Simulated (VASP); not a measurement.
Runs of VASP 6.6.1 on Si2WC3. The structure is that of space group P3m1 (No. 156), or close to it. The cells are those of the table. 

```tsv
task	cell	k mesh	cutoff (eV)	smearing	gap on the mesh (eV)	pressure (GPa)	largest force (eV/Å)
relaxation of shape and atoms at fixed volume	relaxed from a = 3.077, b = 3.077, c = 8.227 Å, angles 90.0, 90.0, 120.0°, 6 atoms	12 × 12 × 4	600	gaussian 0.02 eV	0.73	-12.7	0.01
single point	a = 3.081, b = 3.081, c = 8.207 Å, angles 90.0, 90.0, 120.0°, 6 atoms	12 × 12 × 4	520	gaussian 0.02 eV	0.73	(a)	0.04
relaxation of cell and atoms	relaxed from a = 3.015, b = 3.015, c = 8.090 Å, angles 90.0, 90.0, 120.0°, 6 atoms	12 × 12 × 4	600	gaussian 0.02 eV	0.76	0.0	0.01
single point	a = 3.014, b = 3.014, c = 8.089 Å, angles 90.0, 90.0, 120.0°, 6 atoms	12 × 12 × 4	520	gaussian 0.02 eV	0.76	0.2	0.06
single point	a = 3.015, b = 3.015, c = 8.090 Å, angles 90.0, 90.0, 120.0°, 6 atoms	6 × 6 × 2	520	gaussian 0.2 eV	(b)	0.0	0.05
```

Alike in all rows: level PBE; potentials or basis VASP PAW PBE potentials, release 64 (Si, W_sv, C); no spin polarisation.

Estimate the missing entries.

(a) -12.6; (b) 0.77.

Caveats: spin-orbit coupling is left out, which moves the levels of the heavy elements.

A k mesh can miss the band edges, and the runs leave out spin-orbit coupling on W.
